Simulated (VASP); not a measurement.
# TePb (Fm-3m) in VASP: settings compared

TePb is run at these levels: RPBE+D4, PBE exchange alone, LDA; tasks: single point.

Everything below comes from runs of VASP 6.6.1. Logs are shortened: lines on timing, memory, paths and dates and some standing lists are left out, and cuts for length are marked.

## 1. The cell of the first run

Symmetry: Fm-3m, No. 225, cubic system. The conventional cell has a = 6.330 Å, b = 6.330 Å, c = 6.330 Å, α = 90.00°, β = 90.00°, γ = 90.00°. Pb (site symmetry m-3m) has 6 Te at 3.17 Å within 4.2 Å. Te (site symmetry m-3m) has 6 Pb at 3.17 Å within 4.2 Å.

## 2. Single point, RPBE+D4

INCAR

```
PREC     = Accurate       # precision mode
ENCUT    = 520            # plane-wave cutoff, eV
EDIFF    = 1E-7           # SCF threshold, eV
ISMEAR   = -1             # smearing method
SIGMA    = 0.05           # smearing width, eV
LREAL    = False          # projectors in reciprocal space
LASPH    = True           # aspherical terms in the spheres
NELM     = 60             # most SCF steps
ALGO     = Normal         # electronic algorithm
ISIF     = 2              # what is computed and relaxed
LWAVE    = False          # write WAVECAR
LCHARG   = False          # write CHGCAR
GGA      = RP             # functional
IVDW     = 13             # dispersion correction
NBANDS   = 17             # bands
```

KPOINTS

```
Automatic mesh
0
Gamma
  7 7 7
```

POSCAR

```
TePb
1.0
    0.0000000000      3.1650427173      3.1650427173
    3.1650427173      0.0000000000      3.1650427173
    3.1650427173      3.1650427173      0.0000000000
Pb Te
1 1
Direct
    0.0000000000      0.0000000000      0.0000000000
    0.5000000000      0.5000000000      0.5000000000
```

Potentials or basis: VASP PAW PBE potentials, release 64 (Pb_d, Te).

Launch:

```
cat potpaw_PBE.64/Pb_d/POTCAR potpaw_PBE.64/Te/POTCAR > POTCAR
mpirun -np 1 vasp_std > vasp.out
```

OUTCAR:

```text
PREC = Accurate
   ENCUT = 520
   EDIFF = 1E-7
   ISMEAR = -1
   LREAL = False
   LASPH = True
   NELM = 60
   ISIF = 2
   GGA = RP
   IVDW = 13

 ion  position               nearest neighbor table
   1  0.000  0.000  0.000-   2 3.17   2 3.17   2 3.17   2 3.17   2 3.17   2 3.17
   2  0.500  0.500  0.500-   1 3.17   1 3.17   1 3.17   1 3.17   1 3.17   1 3.17

  LATTYP: Found a face centered cubic cell.
 ALAT       =     6.3300854346

  Lattice vectors:

 A1 = (   0.0000000000,   3.1650427173,   3.1650427173)
 A2 = (   3.1650427173,   0.0000000000,   3.1650427173)
 A3 = (   3.1650427173,   3.1650427173,   0.0000000000)

Analysis of symmetry for initial positions (statically):
=====================================================================
 Subroutine PRICEL returns:
 Original cell was already a primitive cell.

 Routine SETGRP: Setting up the symmetry group for a
 face centered cubic supercell.

 Subroutine GETGRP returns: Found 48 space group operations
[... 9 lines left out ...]

 Routine SETGRP: Setting up the symmetry group for a
 face centered cubic supercell.

 Subroutine GETGRP returns: Found 48 space group operations
[... 11 lines left out ...]
                                     Primitive cell

  volume of cell :      63.4116

  direct lattice vectors                    reciprocal lattice vectors
     0.000000000  3.165042717  3.165042717    -0.157975751  0.157975751  0.157975751
     3.165042717  0.000000000  3.165042717     0.157975751 -0.157975751  0.157975751
     3.165042717  3.165042717  0.000000000     0.157975751  0.157975751 -0.157975751

  length of vectors
     4.476046336  4.476046336  4.476046336     0.273622027  0.273622027  0.273622027

  position of ions in fractional coordinates (direct lattice)
     0.000000000  0.000000000  0.000000000
     0.500000000  0.500000000  0.500000000

  ion indices of the primitive-cell ions
   primitive index   ion index
                 1           1
                 2           2

----------------------------------------------------------------------------------------

 KPOINTS: Automatic mesh

Automatic generation of k-mesh.
 Grid dimensions read from file:
 generate k-points for:    7    7    7

 Generating k-lattice:

  Cartesian coordinates                     Fractional coordinates (reciprocal lattice)
    -0.022567964  0.022567964  0.022567964     0.142857143  0.000000000  0.000000000
     0.022567964 -0.022567964  0.022567964     0.000000000  0.142857143  0.000000000
     0.022567964  0.022567964 -0.022567964     0.000000000  0.000000000  0.142857143

  Length of vectors
[... 49 lines left out ...]
   NELM   =     60;   NELMIN=  2; NELMDL= -5     # of ELM steps
   EDIFF  = 0.1E-06   stopping-criterion for ELM
   LREAL  =      F    real-space projection
   EDIFFG = 0.1E-05   stopping-criterion for IOM
   NSW    =      0    number of steps for IOM
   IBRION =     -1    ionic relax: 0-MD 1-quasi-New 2-CG
   NFREE  =      0    steps in history (QN), initial steepest desc. (CG)
   ISIF   =      2    stress and relaxation
   ISYM   =      2    0-nonsym 1-usesym 2-fastsym
   POTIM  = 0.5000    time-step for ionic-motion
   TEBEG  =    0.0;   TEEND  =   0.0 temperature during run
   PSTRESS=    0.0 pullay stress
   NELECT =      20.0000    total number of electrons
   NUPDOWN=      -1.0000    fix difference up-down
   EMIN   =  10.00;   EMAX   =-10.00  energy-range for DOS
   EFERMI =   0.00;   METHOD = LEGACY
   ISMEAR =    -1;   SIGMA  =   0.05  broadening in eV -4-tet -1-fermi 0-gaus
   EFERMI_NEDOS =   21; number of points for ismear=-14 and -15
   IALGO  =     38    algorithm
   IMIX   =      4    mixing-type and parameters
     AMIX     =   0.40;   BMIX     =  1.00
     AMIX_MAG =   1.60;   BMIX_MAG =  1.00
  volume/ion in A,a.u.               =      31.71       213.96
  Fermi-wavevector in a.u.,A,eV,Ry     =   1.114368  2.105850 16.895930  1.241816
  Thomas-Fermi vector in A             =   2.250962
   LORBIT       =      0    0 simple, 1 ext, 2 COOP (PROOUT), +10 PAW based schemes
   GGA     = RP    functional components
   LHFCALC =     F    Hartree Fock is set to
   AEXX    =    0.0000 exact exchange contribution
   IVDW    =    13    specifies the selected vdW correction
   LEPSILON=     F    determine dielectric tensor
   LRPA    =     F    only Hartree local field effects (RPA)
 non-spin polarized calculation
  energy-cutoff  :      520.00
  volume of cell :       63.41
 maximum number of plane-waves:      1729
 NGX is ok and might be reduce to    36
   NGX = 17   NGY = 17   NGZ = 17

 number of electron      19.9999998 magnetization

 Free energy of the ion-electron system (eV)
  ---------------------------------------------------
  ext. energy  EPLUGINS =         0.00000000
  ---------------------------------------------------
  free energy    TOTEN  =        -6.64452752 eV

  energy without entropy =       -6.64452387  energy(sigma->0) =       -6.64452569

 E-fermi :   6.9561     XC(G=0):  -9.4641

 val. band max:        6.4754818658   @ k =   0.4286   0.0000   0.0000
 cond. band min:       7.4324737305   @ k =   0.4286   0.0000   0.0000
 fundamental gap:      0.9569918647
 Fermi energy:         6.9560527004

 k-point     1 :       0.0000    0.0000    0.0000
  band No.  band energies     occupation
      1     -10.3336      2.00000
      2     -10.3336      2.00000
      3     -10.3228      2.00000
      4     -10.3228      2.00000
      5     -10.3228      2.00000
      6      -5.9713      2.00000
[... 377 lines left out ...]
      4     -10.3084      2.00000
      5     -10.2917      2.00000
      6      -3.9182      2.00000
[... 9 lines left out ...]
     16      16.8992      0.00000
     17      17.5094      0.00000

------------------------ aborting loop because EDIFF is reached ----------------------------------------

  DFT-D4 for vdW energy calculation

  Edisp (eV):   -1.63427

  FORCE on cell =-STRESS in cart. coord.  units (eV):
  Direction    XX          YY          ZZ          XY          YZ          ZX
  --------------------------------------------------------------------------------------
  -------------------------------------------------------------------------------------
  Total       1.16212     1.16212     1.16212     0.00000     0.00000     0.00000
  in kB      29.36243    29.36243    29.36243     0.00000     0.00000     0.00000
  external pressure =       29.36 kB  Pullay stress =        0.00 kB

 VOLUME and BASIS-vectors are now :
 -----------------------------------------------------------------------------
  energy-cutoff  :      520.00
  volume of cell :       63.41
      direct lattice vectors                 reciprocal lattice vectors
     0.000000000  3.165042717  3.165042717    -0.157975751  0.157975751  0.157975751
     3.165042717  0.000000000  3.165042717     0.157975751 -0.157975751  0.157975751
     3.165042717  3.165042717  0.000000000     0.157975751  0.157975751 -0.157975751

 POSITION                                       TOTAL-FORCE (eV/Angst)
 -----------------------------------------------------------------------------------
      0.00000      0.00000      0.00000         0.000000      0.000000      0.000000
      3.16504      3.16504      3.16504        -0.000000      0.000000     -0.000000
 -----------------------------------------------------------------------------------
    total drift:                               -0.000000      0.000000      0.000000

  FREE ENERGIE OF THE ION-ELECTRON SYSTEM (eV)
  ---------------------------------------------------
  free  energy   TOTEN  =        -8.2787996284 eV

  energy  without entropy=       -8.2787959707  energy(sigma->0) =       -8.27879780
```

stdout:

```text
POSCAR found type information on POSCAR PbTe
 POSCAR found :  2 types and       2 ions
 scaLAPACK will be used
 -----------------------------------------------------------------------------
|                                                                             |
|                                                                             |
|     You enforced a specific xc type in the INCAR file but a different       |
|     I HOPE YOU KNOW WHAT YOU ARE DOING!                                     |
|                                                                             |
 -----------------------------------------------------------------------------

 LDA part: xc-table for (Slater+PW92), standard interpolation
 POSCAR, INCAR and KPOINTS ok, starting setup
 FFT: planning ... GRIDC
 FFT: planning ... GRID_SOFT
 FFT: planning ... GRID
 WAVECAR not read
 entering main loop
```

It took 16 s on 1 thread of Intel Xeon 6975P-C (Granite Rapids), shared host; peak memory 0.2 GiB.

What came out:

| Quantity | Value |
| --- | --- |
| Free energy | -8.2788 eV |
| Pressure | 2.9 GPa |
| Dispersion energy per atom | -0.817 eV |

Caveat: this odd mesh misses L, where the gap lies, so gap, dielectric constants and Born charges aren't listed; the PAW data sets were made with another functional, which shifts forces and pressure a little; spin-orbit coupling is left out, which moves the levels of the heavy elements.

## 3. Single point, RPBE+D4

This run uses another cell than the first one, of 32.38 Å³/atom, 1.021 times its volume.

INCAR

```
ALGO     = Normal         # electronic algorithm
EDIFF    = 1E-6           # SCF threshold, eV
ENCUT    = 520            # plane-wave cutoff, eV
GGA      = RP             # functional
ISIF     = 2              # what is computed and relaxed
ISMEAR   = -1             # smearing method
IVDW     = 13             # dispersion correction
LASPH    = True           # aspherical terms in the spheres
LCHARG   = True           # write CHGCAR
LELF     = True           # ELF
LREAL    = False          # projectors in reciprocal space
LVHAR    = True         
LWAVE    = False          # write WAVECAR
NBANDS   = 17             # bands
NELM     = 80             # most SCF steps
PREC     = Accurate       # precision mode
SIGMA    = 0.05           # smearing width, eV
```

KPOINTS

```
k-points
0
Gamma
  7 7 7
```

POSCAR

```
TePb
1.0
    0.0000000000      3.1873324849      3.1873324849
    3.1873324849      0.0000000000      3.1873324849
    3.1873324849      3.1873324849      0.0000000000
Pb Te
1 1
Direct
    0.0000000000      0.0000000000      0.0000000000
    0.5000000000      0.5000000000      0.5000000000
```

Potentials or basis: VASP PAW PBE potentials, release 64 (Pb_d, Te).

Launch:

```
cat potpaw_PBE.64/Pb_d/POTCAR potpaw_PBE.64/Te/POTCAR > POTCAR
mpirun -np 1 vasp_std > vasp.out
```

Run time: 12 s. Hardware: 1 thread of Intel Xeon 6975P-C (Granite Rapids), shared host; peak memory 0.2 GiB.

The run converged. Its results:

| Quantity | Value |
| --- | --- |
| Free energy | -8.2990 eV |
| Pressure | 1.8 GPa |
| Dispersion energy per atom | -0.800 eV |

Levels at points of the mesh, in eV from the Fermi level:
```
           k point  band 6  band 7  band 8  band 9  band 10  band 11  band 12  band 13  band 14  band 15
(0.00, 0.00, 0.00)  -12.76   -5.86   -1.92   -1.92    -1.92     3.75     3.75     3.75     5.31     5.31
```

Caveat: this odd mesh misses L, where the gap lies, so gap, dielectric constants and Born charges aren't listed; the PAW data sets were made with another functional, which shifts forces and pressure a little; spin-orbit coupling is left out, which moves the levels of the heavy elements.

## 4. Single point, PBE exchange alone

INCAR

```
SYSTEM = TePb
PREC = Accurate
ENCUT = 520
EDIFF = 1E-6
ISMEAR = -1
SIGMA = 0.05
LREAL = .False.
LASPH = .True.
NELM = 80
ALGO = Normal
ISIF = 2
LWAVE = .False.
LCHARG = .False.
GGA = PE
ALDAC = 0.0
AGGAC = 0.0
NBANDS = 17
```

KPOINTS

```
Automatic mesh
0
Gamma
  7 7 7
  0 0 0
```

POSCAR

```
TePb
1.0
    0.0000000000      3.1650427173      3.1650427173
    3.1650427173      0.0000000000      3.1650427173
    3.1650427173      3.1650427173      0.0000000000
Pb Te
1 1
Direct
    0.0000000000      0.0000000000      0.0000000000
    0.5000000000      0.5000000000      0.5000000000
```

Launch:

```
cat potpaw_PBE.64/Pb_d/POTCAR potpaw_PBE.64/Te/POTCAR > POTCAR
mpirun -np 1 vasp_std > vasp.out
```

Run time: 10 s. Hardware: 1 thread of Intel Xeon 6975P-C (Granite Rapids), shared host; peak memory 0.2 GiB.

It converged, with:

```yaml
Free_energy: -4.6694 eV
Pressure: 14.6 GPa
```

Levels at points of the mesh, in eV from the Fermi level:
```csv
k point,band 6,band 7,band 8,band 9,band 10,band 11,band 12,band 13,band 14,band 15
"(0.00, 0.00, 0.00)",-12.97,-5.93,-2.02,-2.02,-2.02,3.67,3.67,3.67,5.42,5.42
```

Caveat: this odd mesh misses L, where the gap lies, so gap, dielectric constants and Born charges aren't listed; spin-orbit coupling is left out, which moves the levels of the heavy elements.

## 5. Single point, PBE exchange alone

This run uses another cell than the first one, of 32.38 Å³/atom, 1.021 times its volume.

INCAR

```
PREC = Accurate
ENCUT = 520
EDIFF = 1E-7
ISMEAR = -1
SIGMA = 0.05
LREAL = F
LASPH = T
NELM = 100
ALGO = Normal
ISIF = 2
LWAVE = F
LCHARG = F
GGA = PE
ALDAC = 0.0
AGGAC = 0.0
NBANDS = 17
```

KPOINTS

```
regular mesh
0
Gamma
  7 7 7
```

POSCAR

```
TePb
1.0
    0.0000000000      3.1873324849      3.1873324849
    3.1873324849      0.0000000000      3.1873324849
    3.1873324849      3.1873324849      0.0000000000
Pb Te
1 1
Direct
    0.0000000000      0.0000000000      0.0000000000
    0.5000000000      0.5000000000      0.5000000000
```

Launch:

```
cat potpaw_PBE.64/Pb_d/POTCAR potpaw_PBE.64/Te/POTCAR > POTCAR
mpirun -np 1 vasp_std > vasp.out
```

It took 13 s on 1 thread of Intel Xeon 6975P-C (Granite Rapids), shared host; peak memory 0.2 GiB.

Results (log left out):

* Free energy: -4.7858 eV
* Pressure: 13.0 GPa

Levels at points of the mesh, in eV from the Fermi level:
```tsv
k point	band 8	band 9	band 10	band 11	band 12	band 13
(0.00, 0.00, 0.00)	-1.95	-1.95	-1.95	3.63	3.63	3.63
```

Caveat: this odd mesh misses L, where the gap lies, so gap, dielectric constants and Born charges aren't listed; spin-orbit coupling is left out, which moves the levels of the heavy elements.

## 6. Single point, LDA

This run uses another cell than the first one, of 33.05 Å³/atom, 1.043 times its volume.

INCAR

```
PREC = Accurate ; ENCUT = 520
EDIFF = 1E-6 ; ISMEAR = -1
SIGMA = 0.05 ; LREAL = False
LASPH = True ; NELM = 60
ALGO = Normal ; ISIF = 2
LWAVE = False ; LCHARG = False
GGA = CA ; NBANDS = 17
```

KPOINTS

```
Automatic mesh
0
Gamma
  7 7 7
```

POSCAR

```
TePb
1.0
    0.0000000000      3.2093147829      3.2093147829
    3.2093147829      0.0000000000      3.2093147829
    3.2093147829      3.2093147829      0.0000000000
Pb Te
1 1
Direct
    0.0000000000      0.0000000000      0.0000000000
    0.5000000000      0.5000000000      0.5000000000
```

Potentials or basis: VASP PAW LDA potentials, release 64 (Pb_d, Te).

Launch:

```
cat potpaw_LDA.64/Pb_d/POTCAR potpaw_LDA.64/Te/POTCAR > POTCAR
mpirun -np 1 vasp_std > vasp.out
```

It took 11 s on 1 thread of Intel Xeon 6975P-C (Granite Rapids), shared host; peak memory 0.18 GiB.

It converged, with:

* Free energy: -8.7744 eV
* Pressure: -0.8 GPa

Levels at points of the mesh, in eV from the Fermi level:
```csv
k point,band 8,band 9,band 10,band 11,band 12,band 13
"(0.00, 0.00, 0.00)",-1.76,-1.76,-1.76,3.67,3.67,3.67
```

Caveat: this odd mesh misses L, where the gap lies, so gap, dielectric constants and Born charges aren't listed; spin-orbit coupling is left out, which moves the levels of the heavy elements.

## 7. Summary

```tsv
level	potentials or basis	cell	pressure (GPa)
RPBE+D4	VASP PAW PBE potentials, release 64 (Pb_d, Te)	a = 4.476 Å, angles 60.0°, 2 atoms	2.9
RPBE+D4	VASP PAW PBE potentials, release 64 (Pb_d, Te)	a = 4.508 Å, angles 60.0°, 2 atoms	1.8
PBE exchange alone	VASP PAW PBE potentials, release 64 (Pb_d, Te)	a = 4.476 Å, angles 60.0°, 2 atoms	14.6
PBE exchange alone	VASP PAW PBE potentials, release 64 (Pb_d, Te)	a = 4.508 Å, angles 60.0°, 2 atoms	13.0
LDA	VASP PAW LDA potentials, release 64 (Pb_d, Te)	a = 4.539 Å, angles 60.0°, 2 atoms	-0.8
```

Alike in all rows: task single point; no spin polarisation; k mesh 7 × 7 × 7; cutoff (eV) 520; smearing fermi-dirac 0.05 eV.

Caveats: spin-orbit coupling is left out, which moves the levels of the heavy elements; the PAW data sets were made with another functional, which shifts forces and pressure a little (some runs).

Total energies depend on the potentials used, so only differences within one code and one set of settings carry meaning.
